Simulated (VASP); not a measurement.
# CdSe (I-4m2) in VASP: further runs, part 2 of 2

VASP 6.6.1. The steps go on from the part before.

### 3 G0W0 quasiparticle levels, PBE

This run uses another cell than the first one, of 29.29 Å³/atom.

Input file POSCAR:

```
CdSe
1.0
    0.0000000000      3.1904922040      2.8772840140
    3.1904922040      0.0000000000      2.8772840140
    3.1904922040      3.1904922040      0.0000000000
Cd Se
1 1
Direct
    0.0000000000      0.0000000000      0.0000000000
    0.2500000000      0.2500000000      0.2500000000
```

Input file INCAR.step1:

```
  PREC = Accurate
  ENCUT = 500
  EDIFF = 1E-8
  ISMEAR = 0
  SIGMA = 0.01
  LREAL = F
  LASPH = T
  NELM = 100
  ALGO = Normal
  LWAVE = T
  LCHARG = F
  GGA = PE
```

Input file INCAR.step2:

```
  PREC = Accurate
  ENCUT = 500
  EDIFF = 1E-8
  ISMEAR = 0
  SIGMA = 0.01
  LREAL = F
  LASPH = T
  NELM = 1
  ALGO = Exact
  LWAVE = T
  LCHARG = F
  GGA = PE
  NBANDS = 253
  LOPTICS = T
  ISTART = 1
```

Input file INCAR.step3:

```
  PREC = Accurate
  ENCUT = 500
  EDIFF = 1E-8
  ISMEAR = 0
  SIGMA = 0.01
  LREAL = F
  LASPH = T
  ALGO = EVGW0
  LWAVE = F
  LCHARG = F
  GGA = PE
  NELMGW = 1
  NBANDS = 253
  ENCUTGW = 150.0
  NOMEGA = 96
  PRECFOCK = Fast
  ISTART = 1
  NBANDSGW = 17
  OMEGAMAX = 20
```

Input file KPOINTS:

```
regular mesh
0
Gamma
  4 4 4
```

Potentials or basis: VASP PAW PBE potentials, release 64 (Cd_GW, Se_GW).

Command:

```bash
$ cat potpaw_PBE.64/Cd_GW/POTCAR potpaw_PBE.64/Se_GW/POTCAR > POTCAR
$ cp INCAR.step1 INCAR
$ mpirun -np 1 vasp_std > vasp.out
$ cp INCAR.step2 INCAR
$ mpirun -np 1 vasp_std > vasp.out
$ cp INCAR.step3 INCAR
$ mpirun -np 1 vasp_std > vasp.out
```

OUTCAR:

```text
PREC = Accurate
   ENCUT = 500
   EDIFF = 1E-8
   ISMEAR = 0
   LREAL = F
   LASPH = T
   GGA = PE
   NELMGW = 1
   ENCUTGW = 150.0
   PRECFOCK = Fast
   ISTART = 1

 ion  position               nearest neighbor table
   1  0.000  0.000  0.000-   2 2.68   2 2.68   2 2.68   2 2.68
   2  0.250  0.250  0.250-   1 2.68   1 2.68   1 2.68   1 2.68

  LATTYP: Found a body centered tetragonal cell.
 ALAT       =     4.5120373455
 C/A-ratio  =     1.2753812939

  Lattice vectors:

 A1 = (   0.0000000000,  -3.1904922040,  -2.8772840140)
 A2 = (   0.0000000000,   3.1904922040,  -2.8772840140)
 A3 = (   3.1904922040,   0.0000000000,   2.8772840140)

Analysis of symmetry for initial positions (statically):
=====================================================================
 Subroutine PRICEL returns:
 Original cell was already a primitive cell.

 Routine SETGRP: Setting up the symmetry group for a
 body centered tetragonal supercell.

 Subroutine GETGRP returns: Found  8 space group operations
 (whereof  8 operations were pure point group operations)
 out of a pool of 16 trial point group operations.

The static configuration has the point symmetry D_2d.

Analysis of symmetry for dynamics (positions and initial velocities):
=====================================================================
 Subroutine PRICEL returns:
 Original cell was already a primitive cell.

 Routine SETGRP: Setting up the symmetry group for a
 body centered tetragonal supercell.

 Subroutine GETGRP returns: Found  8 space group operations
 (whereof  8 operations were pure point group operations)
 out of a pool of 16 trial point group operations.

The dynamic configuration has the point symmetry D_2d.

 Subroutine INISYM returns: Found  8 space group operations
 (whereof  8 operations are pure point group operations),
 and found     1 'primitive' translations

----------------------------------------------------------------------------------------

                                     Primitive cell

  volume of cell :      58.5771

  direct lattice vectors                    reciprocal lattice vectors
     0.000000000  3.190492204  2.877284014    -0.156715631  0.156715631  0.173774990
     3.190492204  0.000000000  2.877284014     0.156715631 -0.156715631  0.173774990
     3.190492204  3.190492204  0.000000000     0.156715631  0.156715631 -0.173774990

  length of vectors
     4.296277901  4.296277901  4.512037346     0.281633317  0.281633317  0.281633317

  position of ions in fractional coordinates (direct lattice)
     0.000000000  0.000000000  0.000000000
     0.250000000  0.250000000  0.250000000

  ion indices of the primitive-cell ions
   primitive index   ion index
                 1           1
                 2           2

----------------------------------------------------------------------------------------

 KPOINTS: regular mesh

Automatic generation of k-mesh.
 Grid dimensions read from file:
 generate k-points for:    4    4    4

 Generating k-lattice:

  Cartesian coordinates                     Fractional coordinates (reciprocal lattice)
    -0.039178908  0.039178908  0.043443747     0.250000000  0.000000000  0.000000000
     0.039178908 -0.039178908  0.043443747     0.000000000  0.250000000  0.000000000
     0.039178908  0.039178908 -0.043443747     0.000000000  0.000000000  0.250000000

  Length of vectors
     0.070408329  0.070408329  0.070408329

  Shift w.r.t. Gamma in fractional coordinates (k-lattice)
     0.000000000  0.000000000  0.000000000

 Subroutine IBZKPT returns following result:
 ===========================================

 Found     13 irreducible k-points:

 Following reciprocal coordinates:
            Coordinates               Weight
  0.000000  0.000000  0.000000      1.000000
  0.250000  0.000000  0.000000      8.000000
  0.500000  0.000000  0.000000      4.000000
  0.250000  0.250000  0.000000      2.000000
  0.500000  0.250000  0.000000      8.000000
 -0.250000  0.250000  0.000000      4.000000
  0.500000  0.500000  0.000000      1.000000
  0.250000  0.000000  0.250000      4.000000
  0.500000  0.000000  0.250000     16.000000
 -0.250000  0.000000  0.250000      8.000000
 -0.250000  0.500000  0.250000      4.000000
  0.500000  0.000000  0.500000      2.000000
 -0.250000  0.250000  0.500000      2.000000
   k-points           NKPTS =     13   k-points in BZ     NKDIM =     64   number of bands    NBANDS=    253
   number of dos      NEDOS =    301   number of ions     NIONS =      2
   total plane-waves  NPLWV =  36864
   dimension x,y,z NGX =    32 NGY =   32 NGZ =   36
   dimension x,y,z NGXF=    64 NGYF=   64 NGZF=   72
   ions per type =               1   1
   NGX,Y,Z   is equivalent  to a cutoff of  12.38, 12.38, 13.26 a.u.
   NGXF,Y,Z  is equivalent  to a cutoff of  24.77, 24.77, 26.53 a.u.
 SYSTEM =  unknown system
   PREC   = accura    normal or accurate (medium, high low for compatibility)
   ISTART =      1    job   : 0-new  1-cont  2-samecut
   ICHARG =      0    charge: 1-file 2-atom 10-const
   ISPIN  =      1    spin polarized calculation?
   LNONCOLLINEAR =      F non collinear calculations
   LSORBIT =      F    spin-orbit coupling
   LASPH  =      T    aspherical Exc in radial PAW
   ENCUT  =  500.0 eV  36.75 Ry    6.06 a.u.   7.83  7.83  8.23*2*pi/ulx,y,z
   NELM   =     60;   NELMIN=  2; NELMDL=  0     # of ELM steps
   EDIFF  = 0.1E-07   stopping-criterion for ELM
   LREAL  =      F    real-space projection
   EDIFFG = 0.1E-06   stopping-criterion for IOM
   NSW    =      0    number of steps for IOM
   IBRION =     -1    ionic relax: 0-MD 1-quasi-New 2-CG
   NFREE  =      0    steps in history (QN), initial steepest desc. (CG)
   ISIF   =      0    stress and relaxation
   ISYM   =      3    0-nonsym 1-usesym 2-fastsym
   POTIM  = 0.5000    time-step for ionic-motion
   TEBEG  =    0.0;   TEEND  =   0.0 temperature during run
   PSTRESS=    0.0 pullay stress
   NELECT =      18.0000    total number of electrons
   NUPDOWN=      -1.0000    fix difference up-down
   EMIN   =  10.00;   EMAX   =-10.00  energy-range for DOS
   EFERMI =   0.00;   METHOD = LEGACY
   ISMEAR =     0;   SIGMA  =   0.01  broadening in eV -4-tet -1-fermi 0-gaus
   EFERMI_NEDOS =   21; number of points for ismear=-14 and -15
   IALGO  =     38    algorithm
   IMIX   =      4    mixing-type and parameters
     AMIX     =   0.40;   BMIX     =  1.00
     AMIX_MAG =   1.60;   BMIX_MAG =  1.00
  volume/ion in A,a.u.               =      29.29       197.65
  Fermi-wavevector in a.u.,A,eV,Ry     =   1.104730  2.087638 16.604948  1.220429
  Thomas-Fermi vector in A             =   2.241207
   LORBIT       =      0    0 simple, 1 ext, 2 COOP (PROOUT), +10 PAW based schemes
   GGA     = PE    functional components
   LHFCALC =     T    Hartree Fock is set to
   PRECFOCK=fast      Normal, Fast or Accurate (Low or Medium for compatibility)
   ENCUT4O =  -1.0   cutoff for four orbital integrals eV
   NKREDX  =     1    reduce k-point grid by
   NKREDY  =     1    reduce k-point grid by
   NKREDZ  =     1    reduce k-point grid by
   AEXX    =    1.0000 exact exchange contribution
   HFSCREEN=    0.0000 screening length (either q_TF or 0.3 A-1)
   HFSCREENC=   0.0000 screening length for correlation (either q_TF or 0.3 A-1)
   ENCUTFOCK=  -1.0 apply spherical cutoff to Coloumb kernel
   IVDW    =     0    specifies the selected vdW correction
   LEPSILON=     F    determine dielectric tensor
   LRPA    =     F    only Hartree local field effects (RPA)
   LRPAFORCE           =     F    calculate RPA forces
   ENCUTGW             = 150.0    cutoff for response function in eV
   ENCUTGWSOFT         = 120.0    soft cutoff for Coulomb kernel in GW response function in eV
   ENCUTLF             =  -1.0    cutoff for local field effects
   NELMGW              =     1    number of iterations in solving QP/BSE equation
   NELMHF              =     1    number of iterations in the inner HF iteration
   NKREDLFX            =     1    NKREDLFY  =   1   NKREDLFZ  =   1
 non-spin polarized calculation
 Gauss-broadening in eV      SIGMA  =   0.01
  energy-cutoff  :      500.00
  volume of cell :       58.58
 maximum number of plane-waves:      1522
  NGX = 18; NGY = 18; NGZ = 18
   NGX = 15   NGY = 15   NGZ = 17
 maximum number of plane-waves:       250
 NGX is ok and might be reduce to    18

 QP shifts <psi_nk| G(iteration)W_0 |psi_nk>: iteration 1
 for sc-GW calculations column KS-energies equals QP-energies in previous step
 and V_xc(KS)=  KS-energies - (<T + V_ion + V_H > + <T+V_H+V_ion>^1  + <V_x>^1)

 k-point   1 :       0.0000    0.0000    0.0000
  band No.  KS-energies  QP-energies   sigma(KS)   V_xc(KS)     V^pw_x(r,r')   Z            occupation Imag(sigma)

      1     -10.5704     -10.8936     -12.9250     -12.3807     -19.6536       0.5937       2.0000       0.9926
      2      -6.0628      -7.7539     -17.7296     -15.1951     -22.9406       0.6673       2.0000       0.2171
      3      -6.0628      -7.7539     -17.7296     -15.1951     -22.9406       0.6673       2.0000       0.2171
      4      -6.0248      -7.7128     -17.7710     -15.2435     -23.0151       0.6678       2.0000       0.2249
      5      -5.7421      -7.5046     -18.0940     -15.4678     -23.2092       0.6711       2.0000       0.1652
      6      -5.7210      -7.5014     -18.1610     -15.5164     -23.2663       0.6732       2.0000       0.1642
[... 9 lines left out ...]
     16      13.0721      13.0044      -8.6103      -8.5164      -3.5721       0.7211       0.0000      -0.2875
     17      13.1702      12.8822      -7.1213      -6.7254      -1.9611       0.7276       0.0000      -0.3935
[... 235 lines left out ...]
      1     -10.1299     -10.5568     -13.6268     -12.9630     -20.1019       0.6432       2.0000       0.9520
      2      -5.9185      -7.6181     -17.8338     -15.2954     -23.0353       0.6695       2.0000       0.2151
      3      -5.8585      -7.6069     -18.0452     -15.4427     -23.2294       0.6718       2.0000       0.1980
      4      -5.7555      -7.5164     -18.0783     -15.4590     -23.2163       0.6723       2.0000       0.1772
      5      -5.7261      -7.4988     -18.1425     -15.5027     -23.2575       0.6715       2.0000       0.1652
      6      -5.3349      -7.0080     -18.0718     -15.5971     -23.1613       0.6761       2.0000       0.2049
[... 9 lines left out ...]
     16      13.8724      13.9662      -9.9909     -10.1218      -4.4499       0.7168       0.0000      -0.4497
     17      14.3184      14.1499      -8.3039      -8.0734      -2.9431       0.7307       0.0000      -0.4798
```

Wall time 10 min (1 thread of Intel Xeon Platinum 8488C (Sapphire Rapids), shared host); peak memory 0.83 GiB.

Results:

| Property | Result |
| --- | --- |
| Quasiparticle gap | 0.93 eV |
| Least direct quasiparticle gap | 0.93 eV |
| Band gap of the starting levels on the mesh | 0.31 eV |
| Least direct gap of the starting levels on the mesh | 0.31 eV |

Caveat: the k points lie up to 0.44 Å⁻¹ apart; bands, screening cutoff and mesh are small and nothing is extrapolated, so the quasiparticle values aren't converged; the structure was generated, so it needn't be the stable form of CdSe.
